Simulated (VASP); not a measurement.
# C in VASP: single point with PBEsol

Aim: the single point of C with PBEsol.

Program: VASP 6.6.1. These are calculated values, not measurements. Logs are shortened: lines on timing, memory, paths and dates and some standing lists are left out, and cuts for length are marked.

### 1 The cell of the first run

The cell holds a slab with vacuum, 12 atoms: a = 2.513 Å, b = 3.554 Å, c = 23.282 Å, α = 90.00°, β = 90.00°, γ = 90.00°.

### 2 Single point, PBEsol

Contents of INCAR:

```
SYSTEM = C
PREC = Accurate ; ENCUT = 520
EDIFF = 1E-7 ; ISMEAR = 0
SIGMA = 0.05 ; LREAL = .FALSE.
LASPH = .TRUE. ; NELM = 100
ALGO = Normal ; ISIF = 2
LWAVE = .FALSE. ; LCHARG = .FALSE.
LDIPOL = .TRUE. ; IDIPOL = 3
DIPOL = 0.5 0.5 0.499 ; GGA = PS
NBANDS = 36
```

Contents of KPOINTS:

```
regular mesh
0
G
  11 8 1
  0 0 0
```

Contents of POSCAR:

```
C
1.0
    2.5129226041      0.0000000000      0.0000000000
    0.0000000000      3.5538092279      0.0000000000
    0.0000000000      0.0000000000     23.2823065103
C
12
Direct
    0.5000000000      0.0000000000      0.3650841035
    0.0000000000      0.2500000000      0.3650841035
    0.0000000000      0.5000000000      0.4190504621
    0.5000000000      0.7500000000      0.4190504621
    0.5000000000      0.0000000000      0.4730168207
    0.0000000000      0.2500000000      0.4730168207
    0.0000000000      0.5012213661      0.5267440571
    0.5000000000      0.7487786339      0.5267440571
    0.5000000000      0.0097937658      0.5821259789
    0.0000000000      0.2402062342      0.5821259789
    0.0000000000      0.5296167303      0.6274112520
    0.5000000000      0.7203832697      0.6274112520
```

Potentials or basis: VASP PAW PBE potentials, release 64 (C).

Started as:

```console
cat potpaw_PBE.64/C/POTCAR > POTCAR
mpirun -np 1 vasp_std > vasp.out
```

OUTCAR:

```text
SYSTEM = C
   PREC = Accurate
   ENCUT = 520
   EDIFF = 1E-7
   ISMEAR = 0
   LREAL = .FALSE.
   LASPH = .TRUE.
   NELM = 100
   ISIF = 2
   GGA = PS

 ion  position               nearest neighbor table
   1  0.500  0.000  0.365-   2 1.54   2 1.54   4 1.54
   2  0.000  0.250  0.365-   1 1.54   1 1.54   3 1.54
   3  0.000  0.500  0.419-   4 1.54   4 1.54   6 1.54   2 1.54
   4  0.500  0.750  0.419-   3 1.54   3 1.54   5 1.54   1 1.54
   5  0.500  0.000  0.473-   8 1.54   6 1.54   6 1.54   4 1.54
   6  0.000  0.250  0.473-   7 1.54   5 1.54   5 1.54   3 1.54
   7  0.000  0.501  0.527-   8 1.53   8 1.53   6 1.54  10 1.59
   8  0.500  0.749  0.527-   7 1.53   7 1.53   5 1.54   9 1.59
   9  0.500  0.010  0.582-  12 1.47  10 1.50  10 1.50   8 1.59
  10  0.000  0.240  0.582-  11 1.47   9 1.50   9 1.50   7 1.59
  11  0.000  0.530  0.627-  12 1.43  12 1.43  10 1.47
  12  0.500  0.720  0.627-  11 1.43  11 1.43   9 1.47

  LATTYP: Found a simple orthorhombic cell.
 ALAT       =     2.5129226041
 B/A-ratio  =     1.4142135624
 C/A-ratio  =     9.2650312717

  Lattice vectors:

 A1 = (   2.5129226041,   0.0000000000,   0.0000000000)
 A2 = (   0.0000000000,   3.5538092279,   0.0000000000)
 A3 = (   0.0000000000,   0.0000000000,  23.2823065103)

Analysis of symmetry for initial positions (statically):
=====================================================================
 Subroutine PRICEL returns:
 Original cell was already a primitive cell.

 Routine SETGRP: Setting up the symmetry group for a
 simple orthorhombic supercell.

 Subroutine GETGRP returns: Found  4 space group operations
 (whereof  2 operations were pure point group operations)
 out of a pool of  8 trial point group operations.

The static configuration has the point symmetry C_1h.
 The point group associated with its full space group is C_2v.

Analysis of symmetry for dynamics (positions and initial velocities):
=====================================================================
 Subroutine PRICEL returns:
 Original cell was already a primitive cell.

 Routine SETGRP: Setting up the symmetry group for a
 simple orthorhombic supercell.

 Subroutine GETGRP returns: Found  4 space group operations
 (whereof  2 operations were pure point group operations)
 out of a pool of  8 trial point group operations.

The dynamic configuration has the point symmetry C_1h.
 The point group associated with its full space group is C_2v.

 Subroutine INISYM returns: Found  4 space group operations
 (whereof  2 operations are pure point group operations),
 and found     1 'primitive' translations

----------------------------------------------------------------------------------------

                                     Primitive cell

  volume of cell :     207.9214

  direct lattice vectors                    reciprocal lattice vectors
     2.512922604  0.000000000  0.000000000     0.397943016  0.000000000  0.000000000
     0.000000000  3.553809228  0.000000000     0.000000000  0.281388205  0.000000000
     0.000000000  0.000000000 23.282306510     0.000000000  0.000000000  0.042951071

  length of vectors
     2.512922604  3.553809228 23.282306510     0.397943016  0.281388205  0.042951071

  position of ions in fractional coordinates (direct lattice)
     0.500000000  0.000000000  0.365084104
     0.000000000  0.250000000  0.365084104
     0.000000000  0.500000000  0.419050462
     0.500000000  0.750000000  0.419050462
     0.500000000  0.000000000  0.473016821
     0.000000000  0.250000000  0.473016821
     0.000000000  0.501221366  0.526744057
     0.500000000  0.748778634  0.526744057
     0.500000000  0.009793766  0.582125979
     0.000000000  0.240206234  0.582125979
     0.000000000  0.529616730  0.627411252
     0.500000000  0.720383270  0.627411252

  ion indices of the primitive-cell ions
   primitive index   ion index
                 1           1
                 2           2
                 3           3
                 4           4
                 5           5
                 6           6
                 7           7
                 8           8
                 9           9
                10          10
                11          11
                12          12

----------------------------------------------------------------------------------------

 KPOINTS: regular mesh

Automatic generation of k-mesh.
 Grid dimensions read from file:
 generate k-points for:   11    8    1

 Generating k-lattice:

  Cartesian coordinates                     Fractional coordinates (reciprocal lattice)
     0.036176638  0.000000000  0.000000000     0.090909091  0.000000000  0.000000000
     0.000000000  0.035173526  0.000000000     0.000000000  0.125000000  0.000000000
     0.000000000  0.000000000  0.042951071     0.000000000  0.000000000  1.000000000

  Length of vectors
     0.036176638  0.035173526  0.042951071

  Shift w.r.t. Gamma in fractional coordinates (k-lattice)
     0.000000000  0.000000000  0.000000000

 Subroutine IBZKPT returns following result:
 ===========================================

 Found     30 irreducible k-points:

 Following reciprocal coordinates:
            Coordinates               Weight
  0.000000  0.000000  0.000000      1.000000
  0.090909  0.000000  0.000000      2.000000
  0.181818  0.000000  0.000000      2.000000
  0.272727  0.000000  0.000000      2.000000
  0.363636  0.000000  0.000000      2.000000
  0.454545  0.000000  0.000000      2.000000
[... 16 lines left out ...]
  0.363636  0.375000  0.000000      4.000000
  0.454545  0.375000  0.000000      4.000000
 [... further k-points ...]
   k-points           NKPTS =     30   k-points in BZ     NKDIM =     30   number of bands    NBANDS=     36
   number of dos      NEDOS =    301   number of ions     NIONS =     12
   total plane-waves  NPLWV = 100800
   dimension x,y,z NGX =    20 NGY =   28 NGZ =  180
   dimension x,y,z NGXF=    40 NGYF=   56 NGZF=  360
   ions per type =              12
   NGX,Y,Z   is equivalent  to a cutoff of  13.23, 13.10, 12.85 a.u.
   NGXF,Y,Z  is equivalent  to a cutoff of  26.46, 26.20, 25.71 a.u.
 SYSTEM =  C
   PREC   = accura    normal or accurate (medium, high low for compatibility)
   ISTART =      0    job   : 0-new  1-cont  2-samecut
   ICHARG =      2    charge: 1-file 2-atom 10-const
   ISPIN  =      1    spin polarized calculation?
   LNONCOLLINEAR =      F non collinear calculations
   LSORBIT =      F    spin-orbit coupling
   LASPH  =      T    aspherical Exc in radial PAW
   ENCUT  =  520.0 eV  38.22 Ry    6.18 a.u.   4.67  6.61 43.29*2*pi/ulx,y,z
   NELM   =    100;   NELMIN=  2; NELMDL= -5     # of ELM steps
   EDIFF  = 0.1E-06   stopping-criterion for ELM
   LREAL  =      F    real-space projection
   EDIFFG = 0.1E-05   stopping-criterion for IOM
   NSW    =      0    number of steps for IOM
   IBRION =     -1    ionic relax: 0-MD 1-quasi-New 2-CG
   NFREE  =      0    steps in history (QN), initial steepest desc. (CG)
   ISIF   =      2    stress and relaxation
   ISYM   =      2    0-nonsym 1-usesym 2-fastsym
   POTIM  = 0.5000    time-step for ionic-motion
   TEBEG  =    0.0;   TEEND  =   0.0 temperature during run
   PSTRESS=    0.0 pullay stress
   NELECT =      48.0000    total number of electrons
   NUPDOWN=      -1.0000    fix difference up-down
   EMIN   =  10.00;   EMAX   =-10.00  energy-range for DOS
   EFERMI =   0.00;   METHOD = LEGACY
   ISMEAR =     0;   SIGMA  =   0.05  broadening in eV -4-tet -1-fermi 0-gaus
   EFERMI_NEDOS =   21; number of points for ismear=-14 and -15
   IALGO  =     38    algorithm
   IMIX   =      4    mixing-type and parameters
     AMIX     =   0.40;   BMIX     =  1.00
     AMIX_MAG =   1.60;   BMIX_MAG =  1.00
  volume/ion in A,a.u.               =      17.33       116.93
  Fermi-wavevector in a.u.,A,eV,Ry     =   1.004282  1.897817 13.722585  1.008582
  Thomas-Fermi vector in A             =   2.136887
   LORBIT       =      0    0 simple, 1 ext, 2 COOP (PROOUT), +10 PAW based schemes
   GGA     = PS    functional components
   LHFCALC =     F    Hartree Fock is set to
   AEXX    =    0.0000 exact exchange contribution
   IVDW    =     0    specifies the selected vdW correction
   LEPSILON=     F    determine dielectric tensor
   LRPA    =     F    only Hartree local field effects (RPA)
 non-spin polarized calculation
 Gauss-broadening in eV      SIGMA  =   0.05
  energy-cutoff  :      520.00
  volume of cell :      207.92
 maximum number of plane-waves:      5639
 NGX is ok and might be reduce to    20
   NGX =  9   NGY = 13   NGZ = 87

 dipolmoment           0.000000      0.000000      0.083528 electrons x Angstroem

 number of electron      48.0000005 magnetization

 dipolmoment           0.000000      0.000000     -0.031242 electrons x Angstroem

 Free energy of the ion-electron system (eV)
  ---------------------------------------------------
  ext. energy  EPLUGINS =         0.00000000
  ---------------------------------------------------
  free energy    TOTEN  =      -108.41319205 eV

  energy without entropy =     -108.41017965  energy(sigma->0) =     -108.41168585

 E-fermi :  -0.6534     XC(G=0):  -5.1779

 val. band max:       -0.6665272083   @ k =   0.4545   0.1250   0.0000
 cond. band min:      -0.5465535995   @ k =   0.1818   0.5000   0.0000
 fundamental gap:      0.1199736088
 Fermi energy:        -0.6533972674

 k-point     1 :       0.0000    0.0000    0.0000
  band No.  band energies     occupation
      1     -22.4601      2.00000
      2     -21.0841      2.00000
      3     -18.8218      2.00000
      4     -16.0366      2.00000
      5     -14.1063      2.00000
      6     -13.7377      2.00000
[... 28 lines left out ...]
     35       6.4906      0.00000
     36       6.5999      0.00000
[... 866 lines left out ...]
      6     -14.2459      2.00000
[... 28 lines left out ...]
     35       9.3808      0.00000
     36       9.5393      0.00000

 [... further k-points ...]

------------------------ aborting loop because EDIFF is reached ----------------------------------------

 vacuum level on the upper side and lower side of the slab       (xc-potential included)        -0.422         0.183

  FORCE on cell =-STRESS in cart. coord.  units (eV):
  Direction    XX          YY          ZZ          XY          YZ          ZX
  --------------------------------------------------------------------------------------
  -------------------------------------------------------------------------------------
  Total       -4.6162648      5.9930736     -2.4496385      0.0000000      0.0000000      0.0000000
  in kB      -35.5714914     46.1807482    -18.8761473      0.0000000      0.0000000      0.0000000
  external PRESSURE =      -2.7556302 kB  Pullay stress =       0.0000000 kB

 VOLUME and BASIS-vectors are now :
 -----------------------------------------------------------------------------
  energy-cutoff  :      520.00
  volume of cell :      207.92
      direct lattice vectors                 reciprocal lattice vectors
     2.512922604  0.000000000  0.000000000     0.397943016  0.000000000  0.000000000
     0.000000000  3.553809228  0.000000000     0.000000000  0.281388205  0.000000000
     0.000000000  0.000000000 23.282306510     0.000000000  0.000000000  0.042951071

 POSITION                                       TOTAL-FORCE (eV/Angst)
 -----------------------------------------------------------------------------------
      1.25646      0.00000      8.50000         0.000000      4.437580      1.128225
      0.00000      0.88845      8.50000         0.000000     -4.437580      1.128225
      0.00000      1.77690      9.75646         0.000000      1.040387     -1.211004
      1.25646      2.66536      9.75646         0.000000     -1.040387     -1.211004
      1.25646      0.00000     11.01292         0.000000      0.468764      0.048260
      0.00000      0.88845     11.01292         0.000000     -0.468764      0.048260
      0.00000      1.78125     12.26382         0.000000     -0.009801      0.004735
      1.25646      2.66102     12.26382         0.000000      0.009801      0.004735
      1.25646      0.03481     13.55324         0.000000      0.008113     -0.013495
      0.00000      0.85365     13.55324         0.000000     -0.008113     -0.013495
      0.00000      1.88216     14.60758         0.000000     -0.025713      0.043280
      1.25646      2.56010     14.60758         0.000000      0.025713      0.043280
 -----------------------------------------------------------------------------------
    total drift:                                0.000000      0.000000     -0.000313

  FREE ENERGIE OF THE ION-ELECTRON SYSTEM (eV)
  ---------------------------------------------------
  free  energy   TOTEN  =      -108.4131920503 eV

  energy  without entropy=     -108.4101796459  energy(sigma->0) =     -108.41168585

 vacuum level on the upper side and lower side of the slab         4.755         5.368
```

Wall time 11 min (1 thread of Intel Xeon Platinum 8175M at 2.50GHz (Skylake/Cascade Lake), shared host); peak memory 0.36 GiB.

Results:

* Free energy: -108.4132 eV
* Largest force: 4.579 eV/Å
* Band gap on the k mesh: zero (band 24 reaches -0.48 eV, above the bottom of band 25 at -0.74 eV)

Forces on the atoms (eV/Å):
```
C    0.000  4.438  1.128
C    0.000 -4.438  1.128
C    0.000  1.040 -1.211
C    0.000 -1.040 -1.211
C    0.000  0.469  0.048
C    0.000 -0.469  0.048
C    0.000 -0.010  0.005
C    0.000  0.010  0.005
C    0.000  0.008 -0.013
C    0.000 -0.008 -0.013
C    0.000 -0.026  0.043
C    0.000  0.026  0.043
```

Levels at points of the mesh, in eV from the Fermi level:
| k point | band 20 | band 21 | band 22 | band 23 | band 24 | band 25 | band 26 | band 27 | band 28 | band 29 |
| --- | --- | --- | --- | --- | --- | --- | --- | --- | --- | --- |
| (0.00, 0.00, 0.00) | -2.78 | -1.66 | -1.23 | -0.64 | 0.17 | 1.77 | 3.15 | 4.48 | 4.98 | 5.52 |
| (0.00, 0.50, 0.00) | -3.55 | -3.40 | -2.52 | -0.43 | -0.31 | 0.19 | 0.83 | 5.38 | 5.55 | 6.98 |

Caveat: the PAW data sets were made with another functional, which shifts forces and pressure a little.
